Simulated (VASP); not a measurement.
# Eu6C3N6Cl5 (a cell with a defect) in VASP: single point with PBEsol

Aim: the single point of Eu6C3N6Cl5 (a cell with a defect) with PBEsol.

Program: VASP 6.6.1. These are calculated values, not measurements. Logs are shortened: lines on timing, memory, paths and dates and some standing lists are left out, and cuts for length are marked.

**1. The cell of the first run**

The cell holds a defect, 20 atoms: a = 7.048 Å, b = 7.800 Å, c = 7.800 Å, α = 104.55°, β = 95.30°, γ = 95.30°.

**2. Single point, PBEsol, collinear spin, ferromagnetic start**

The input, INCAR:

```
PREC = Accurate
ENCUT = 520
EDIFF = 1E-7
ISMEAR = 0
SIGMA = 0.02
LREAL = Auto
LASPH = True
NELM = 150
ALGO = Normal
ISIF = 2
LWAVE = False
LCHARG = False
ISPIN = 2
MAGMOM = 7.35 7.35 7.35 7.35 7.35 7.35 0 0 0 0 0 0 0 0 0 0 0 0 0 0
LORBIT = 11
LMAXMIX = 6
GGA = PS
NBANDS = 110
KPAR = 2
```

The input, KPOINTS:

```
Automatic mesh
0
Gamma
  2 2 2
  0.5 0.5 0.5
```

The input, POSCAR:

```
Eu6C3N6Cl5
1.0
    1.0308003888      0.0000000000     -6.9717596893
   -4.7726051498     -6.1694517148      0.0223326537
   -4.7726051498      6.1694517148      0.0223326537
Eu C N Cl
6 3 6 5
Direct
    0.2667578479      0.0164615128      0.3488663347
    0.2684772863      0.3497118777      0.0156384584
    0.2685682830      0.6832814629      0.6822086834
    0.7307451181      0.6563109444      0.9887886131
    0.7329508022      0.9841879633      0.6469664763
    0.7328093177      0.3146735495      0.3166214895
    0.5004896823      0.3343740818      0.6667490932
    0.5017512680      0.6678842681      0.3336613182
    0.5019037746      0.0012164681      0.0002662790
    0.5542353840      0.2168055144      0.5491808938
    0.5554492308      0.5490380849      0.2172837104
    0.5556935945      0.8848720955      0.8814441786
    0.4467825638      0.4519166929      0.7843458820
    0.4457819735      0.7845392154      0.4506034379
    0.4458366814      0.1181017527      0.1169040261
    0.8487329184      0.2968530148      0.9590877808
    0.8488508157      0.6266986207      0.6292660421
    0.1486070985      0.7102833613      0.0427353000
    0.1498252627      0.0401824474      0.7030925835
    0.1497332361      0.3707233237      0.3724670435
```

Potentials or basis: VASP PAW PBE potentials, release 64 (Eu, C, N, Cl).

On the command line:

```
cat potpaw_PBE.64/Eu/POTCAR potpaw_PBE.64/C/POTCAR potpaw_PBE.64/N/POTCAR potpaw_PBE.64/Cl/POTCAR > POTCAR
mpirun -np 4 vasp_std > vasp.out
```

OUTCAR:

```text
PREC = Accurate
   ENCUT = 520
   EDIFF = 1E-7
   ISMEAR = 0
   LREAL = Auto
   LASPH = True
   NELM = 150
   ISIF = 2
   ISPIN = 2
   LORBIT = 11
   GGA = PS

 ion  position               nearest neighbor table
   1  0.267  0.016  0.349-  14 2.54  15 2.54  10 2.57  18 2.92  19 2.92  20 2.92
   2  0.268  0.350  0.016-  15 2.53  13 2.53  11 2.57  16 2.93  20 2.95  19 2.96  18 2.97
   3  0.269  0.683  0.682-  14 2.53  13 2.53  12 2.57  17 2.93  19 2.95  20 2.96  18 2.97
   4  0.731  0.656  0.989-  12 2.52  11 2.52  13 2.58  18 2.91  16 2.96  17 2.96
   5  0.733  0.984  0.647-  10 2.53  12 2.54  14 2.55  19 2.91  17 2.95  16 2.97
   6  0.733  0.315  0.317-  10 2.53  11 2.54  15 2.55  20 2.91  16 2.95  17 2.97
   7  0.500  0.334  0.667-  13 1.24  10 1.24
   8  0.502  0.668  0.334-  14 1.24  11 1.24
   9  0.502  0.001  0.000-  15 1.24  12 1.24
  10  0.554  0.217  0.549-   7 1.24   6 2.53   5 2.53   1 2.57
  11  0.555  0.549  0.217-   8 1.24   4 2.52   6 2.54   2 2.57
  12  0.556  0.885  0.881-   9 1.24   4 2.52   5 2.54   3 2.57
  13  0.447  0.452  0.784-   7 1.24   3 2.53   2 2.53   4 2.58
  14  0.446  0.785  0.451-   8 1.24   3 2.53   1 2.54   5 2.55
  15  0.446  0.118  0.117-   9 1.24   2 2.53   1 2.54   6 2.55
  16  0.849  0.297  0.959-   2 2.93   6 2.95   4 2.96   5 2.97
  17  0.849  0.627  0.629-   3 2.93   5 2.95   4 2.96   6 2.97
  18  0.149  0.710  0.043-   4 2.91   1 2.92   2 2.97   3 2.97
  19  0.150  0.040  0.703-   5 2.91   1 2.92   3 2.95   2 2.96
  20  0.150  0.371  0.372-   6 2.91   1 2.92   2 2.95   3 2.96

  LATTYP: Found a base centered monoclinic cell.
 ALAT       =     9.5453148012
 B/A-ratio  =     1.2926659504
 C/A-ratio  =     0.7383257315
 COS(beta)  =    -0.1508909857

  Lattice vectors:

 A1 = (  -4.7726051498,  -6.1694517148,   0.0223326537)
 A2 = (  -4.7726051498,   6.1694517148,   0.0223326537)
 A3 = (   1.0308003888,   0.0000000000,  -6.9717596893)

Analysis of symmetry for initial positions (statically):
=====================================================================
 Subroutine PRICEL returns:
 Original cell was already a primitive cell.

 Routine SETGRP: Setting up the symmetry group for a
 base centered monoclinic supercell.

 Subroutine GETGRP returns: Found  1 space group operations
 (whereof  1 operations were pure point group operations)
 out of a pool of  4 trial point group operations.

The static configuration has the point symmetry C_1 .

Analysis of symmetry for dynamics (positions and initial velocities):
=====================================================================
 Subroutine PRICEL returns:
 Original cell was already a primitive cell.

 Routine SETGRP: Setting up the symmetry group for a
 base centered monoclinic supercell.

 Subroutine GETGRP returns: Found  1 space group operations
 (whereof  1 operations were pure point group operations)
 out of a pool of  4 trial point group operations.

The dynamic configuration has the point symmetry C_1 .

Analysis of structural, dynamic, and magnetic symmetry:
=====================================================================
 Subroutine PRICEL returns:
 Original cell was already a primitive cell.

 Routine SETGRP: Setting up the symmetry group for a
 base centered monoclinic supercell.

 Subroutine GETGRP returns: Found  1 space group operations
 (whereof  1 operations were pure point group operations)
 out of a pool of  4 trial point group operations.

The overall configuration has the point symmetry C_1 .

 Subroutine INISYM returns: Found  1 space group operations
 (whereof  1 operations are pure point group operations),
 and found     1 'primitive' translations

----------------------------------------------------------------------------------------

                                     Primitive cell

  volume of cell :     410.2739

  direct lattice vectors                    reciprocal lattice vectors
     1.030800389  0.000000000 -6.971759689    -0.000671650  0.000000000 -0.143535116
    -4.772605150 -6.169451715  0.022332654    -0.104837118 -0.081044479 -0.015500555
    -4.772605150  6.169451715  0.022332654    -0.104837118  0.081044479 -0.015500555

  length of vectors
     7.047551533  7.800025200  7.800025200     0.143536688  0.133414002  0.133414002

  position of ions in fractional coordinates (direct lattice)
     0.266757848  0.016461513  0.348866335
     0.268477286  0.349711878  0.015638458
     0.268568283  0.683281463  0.682208683
     0.730745118  0.656310944  0.988788613
     0.732950802  0.984187963  0.646966476
     0.732809318  0.314673550  0.316621490
[... 12 lines left out ...]
     0.149825263  0.040182447  0.703092584
     0.149733236  0.370723324  0.372467044

[... 38 lines left out ...]
  Length of vectors
     0.071768344  0.066707001  0.066707001

  Shift w.r.t. Gamma in fractional coordinates (k-lattice)
     0.500000000  0.500000000  0.500000000

 Subroutine IBZKPT returns following result:
 ===========================================

 Found      4 irreducible k-points:

 Following reciprocal coordinates:
            Coordinates               Weight
  0.250000  0.250000  0.250000      2.000000
 -0.250000  0.250000  0.250000      2.000000
  0.250000 -0.250000  0.250000      2.000000
 -0.250000 -0.250000  0.250000      2.000000
   k-points           NKPTS =      4   k-points in BZ     NKDIM =      4   number of bands    NBANDS=    110
   number of dos      NEDOS =    301   number of ions     NIONS =     20
   total plane-waves  NPLWV = 194400
   dimension x,y,z NGX =    54 NGY =   60 NGZ =   60
   dimension x,y,z NGXF=   108 NGYF=  120 NGZF=  120
   ions per type =               6   3   6   5
   NGX,Y,Z   is equivalent  to a cutoff of  12.74, 12.79, 12.79 a.u.
   NGXF,Y,Z  is equivalent  to a cutoff of  25.48, 25.58, 25.58 a.u.
 SYSTEM =  unknown system
   PREC   = accura    normal or accurate (medium, high low for compatibility)
   ISTART =      0    job   : 0-new  1-cont  2-samecut
   ICHARG =      2    charge: 1-file 2-atom 10-const
   ISPIN  =      2    spin polarized calculation?
   LNONCOLLINEAR =      F non collinear calculations
   LSORBIT =      F    spin-orbit coupling
   LASPH  =      T    aspherical Exc in radial PAW
   ENCUT  =  520.0 eV  38.22 Ry    6.18 a.u.  13.10 14.50 14.50*2*pi/ulx,y,z
   NELM   =    150;   NELMIN=  2; NELMDL= -5     # of ELM steps
   EDIFF  = 0.1E-06   stopping-criterion for ELM
   LREAL  =      T    real-space projection
   EDIFFG = 0.1E-05   stopping-criterion for IOM
   NSW    =      0    number of steps for IOM
   IBRION =     -1    ionic relax: 0-MD 1-quasi-New 2-CG
   NFREE  =      0    steps in history (QN), initial steepest desc. (CG)
   ISIF   =      2    stress and relaxation
   ISYM   =      2    0-nonsym 1-usesym 2-fastsym
   POTIM  = 0.5000    time-step for ionic-motion
   TEBEG  =    0.0;   TEEND  =   0.0 temperature during run
   PSTRESS=    0.0 pullay stress
   NELECT =     179.0000    total number of electrons
   NUPDOWN=      -1.0000    fix difference up-down
   EMIN   =  10.00;   EMAX   =-10.00  energy-range for DOS
   EFERMI =   0.00;   METHOD = LEGACY
   ISMEAR =     0;   SIGMA  =   0.02  broadening in eV -4-tet -1-fermi 0-gaus
   EFERMI_NEDOS =   21; number of points for ismear=-14 and -15
   IALGO  =     38    algorithm
   IMIX   =      4    mixing-type and parameters
     AMIX     =   0.40;   BMIX     =  1.00
     AMIX_MAG =   1.60;   BMIX_MAG =  1.00
  volume/ion in A,a.u.               =      20.51       138.43
  Fermi-wavevector in a.u.,A,eV,Ry     =   1.241656  2.346389 20.976225  1.541709
  Thomas-Fermi vector in A             =   2.376044
   LORBIT       =     11    0 simple, 1 ext, 2 COOP (PROOUT), +10 PAW based schemes
   GGA     = PS    functional components
   LHFCALC =     F    Hartree Fock is set to
   AEXX    =    0.0000 exact exchange contribution
   IVDW    =     0    specifies the selected vdW correction
   LEPSILON=     F    determine dielectric tensor
   LRPA    =     F    only Hartree local field effects (RPA)
 spin polarized calculation
 Gauss-broadening in eV      SIGMA  =   0.02
  energy-cutoff  :      520.00
  volume of cell :      410.27
 maximum number of plane-waves:     11058
 NGX is ok and might be reduce to    54
   NGX = 27   NGY = 29   NGZ = 29

 number of electron     179.0000001 magnetization      40.9999991

 Free energy of the ion-electron system (eV)
  ---------------------------------------------------
  ext. energy  EPLUGINS =         0.00000000
  ---------------------------------------------------
  free energy    TOTEN  =      -188.48062294 eV

  energy without entropy =     -188.48062294  energy(sigma->0) =     -188.48062294

 E-fermi :   4.2096     XC(G=0):  -9.4329

 val. band max:        4.1071584554   @ k =   0.2500  -0.2500   0.2500
 cond. band min:       5.2432440463   @ k =   0.2500  -0.2500   0.2500
 fundamental gap:      1.1360855909
 Fermi energy:         4.2095744857

 spin component 1

 k-point     1 :       0.2500    0.2500    0.2500
  band No.  band energies     occupation
      1     -37.5217      1.00000
      2     -37.5155      1.00000
      3     -37.5091      1.00000
      4     -37.5074      1.00000
      5     -37.5034      1.00000
      6     -37.4698      1.00000
[... 405 lines left out ...]
    100       3.9824      1.00000
    101       3.9874      1.00000
 Fermi energy:         4.2095744857

 spin component 2

 k-point     1 :       0.2500    0.2500    0.2500
  band No.  band energies     occupation
      1     -34.4535      1.00000
      2     -34.4424      1.00000
      3     -34.4423      1.00000
      4     -34.4350      1.00000
      5     -34.4313      1.00000
      6     -34.4058      1.00000
[... 405 lines left out ...]
    100       8.4347      0.00000
    101       8.4513      0.00000
 [bands above 101 left out]

------------------------ aborting loop because EDIFF is reached ----------------------------------------

  FORCE on cell =-STRESS in cart. coord.  units (eV):
  Direction    XX          YY          ZZ          XY          YZ          ZX
  --------------------------------------------------------------------------------------
  -------------------------------------------------------------------------------------
  Total       -1.3818395     -1.9373103     -2.3133570      0.0029831      0.0009686     -0.2478197
  in kB       -5.3962775     -7.5654692     -9.0339842      0.0116495      0.0037826     -0.9677708
  external PRESSURE =      -7.3319103 kB  Pullay stress =       0.0000000 kB

 VOLUME and BASIS-vectors are now :
 -----------------------------------------------------------------------------
  energy-cutoff  :      520.00
  volume of cell :      410.27
      direct lattice vectors                 reciprocal lattice vectors
     1.030800389  0.000000000 -6.971759689    -0.000671650  0.000000000 -0.143535116
    -4.772605150 -6.169451715  0.022332654    -0.104837118 -0.081044479 -0.015500555
    -4.772605150  6.169451715  0.022332654    -0.104837118  0.081044479 -0.015500555

 POSITION                                       TOTAL-FORCE (eV/Angst)
 -----------------------------------------------------------------------------------
     -1.46859      2.05076     -1.85161         0.040720     -0.000909     -0.075856
     -1.46693     -2.06105     -1.86360        -0.004353      0.011196     -0.014820
     -6.24011     -0.00662     -1.84190        -0.003891     -0.011044     -0.014069
     -7.09816      2.05120     -5.05784        -0.044800     -0.000674      0.038673
     -7.02933     -2.08047     -5.07353         0.008088      0.033543      0.043993
     -2.25754      0.01202     -5.09487         0.010800     -0.033637      0.040752
[... 12 lines left out ...]
     -3.39292      4.08979     -1.02795        -0.000318      0.004686      0.010333
     -3.39261      0.01076     -1.02731        -0.001490     -0.001309      0.010059
 -----------------------------------------------------------------------------------
    total drift:                                0.022146     -0.001124      0.009618

  FREE ENERGIE OF THE ION-ELECTRON SYSTEM (eV)
  ---------------------------------------------------
  free  energy   TOTEN  =      -188.4806229368 eV

  energy  without entropy=     -188.4806229368  energy(sigma->0) =     -188.48062294

 total charge

# of ion       s       p       d       f       tot
--------------------------------------------------
    1        2.024   5.741   0.272   6.733  14.770
    2        2.022   5.744   0.273   6.741  14.779
    3        2.022   5.744   0.273   6.741  14.779
    4        2.024   5.740   0.269   6.735  14.768
    5        2.024   5.740   0.271   6.732  14.767
    6        2.024   5.740   0.271   6.732  14.767
[... 12 lines left out ...]
   19        1.583   3.542   0.000   0.000   5.125
   20        1.583   3.542   0.000   0.000   5.125
--------------------------------------------------
tot         30.371  73.077   1.627  40.413 145.488

 magnetization (x)

# of ion       s       p       d       f       tot
--------------------------------------------------
    1       -0.016  -0.107   0.035   6.694   6.606
    2       -0.013  -0.104   0.053   6.699   6.635
    3       -0.013  -0.104   0.053   6.699   6.635
    4       -0.015  -0.107   0.038   6.695   6.611
    5       -0.015  -0.108   0.039   6.692   6.609
    6       -0.015  -0.108   0.039   6.692   6.609
[... 12 lines left out ...]
   19       -0.003  -0.027   0.000   0.000  -0.030
   20       -0.003  -0.027   0.000   0.000  -0.030
--------------------------------------------------
tot         -0.133  -0.871   0.257  40.171  39.425
```

Run time: 21 min. Hardware: 4 MPI ranks of AMD EPYC 7R43 (Zen 3), shared host; peak memory 0.44 GiB.

Results:

```yaml
Free_energy: -188.4806 eV
Pressure: -0.7 GPa
Largest_force: 0.205 eV/Å
Net_moment: 41.00 μB per cell
Site_moments: Eu +6.61, +6.63 (each value once); C +0.01, +0.02 (each value once); N -0.03; Cl -0.02, -0.03 (each value once) μB
Valence_electrons_inside_the_program's_atomic_spheres: Eu 14.77, 14.78 (each value once); C 2.68; N 3.87, 3.86 (each value once); Cl 5.12
```

Forces on the atoms (eV/Å):
```
Eu   0.041 -0.001 -0.076
Eu  -0.004  0.011 -0.015
Eu  -0.004 -0.011 -0.014
Eu  -0.045 -0.001  0.039
Eu   0.008  0.034  0.044
Eu   0.011 -0.034  0.041
C    0.030  0.002 -0.013
C   -0.032 -0.063 -0.049
C   -0.031  0.062 -0.049
N    0.152  0.000 -0.056
N    0.201  0.022 -0.032
N    0.200 -0.022 -0.030
N   -0.169 -0.001  0.054
N   -0.169  0.056  0.077
N   -0.171 -0.057  0.078
Cl  -0.009 -0.011 -0.014
Cl  -0.010  0.012 -0.013
Cl   0.004  0.000  0.006
Cl   0.000  0.005  0.010
Cl  -0.001 -0.001  0.010
```

Levels at points of the mesh, in eV from the Fermi level:
Spin up:
| k point | band 102 | band 103 | band 104 | band 105 |
| --- | --- | --- | --- | --- |
| (0.25, 0.25, 0.25) | -0.22 | -0.22 | -0.21 | -0.19 |
Spin down:
```
           k point  band 67  band 68  band 69  band 70  band 71  band 72
(0.25, 0.25, 0.25)    -3.81    -3.80    -0.15     1.15     1.28     1.48
```

Caveat: the k points lie up to 0.45 Å⁻¹ apart; the highest band is partly filled, so the run has too few bands; the PAW data sets were made with another functional, which shifts forces and pressure a little; spin-orbit coupling is left out, which moves the levels of the heavy elements; semilocal functionals describe open f shells poorly, which spoils levels, moments and volumes. The state reached can hang on the start; a lower one may exist.
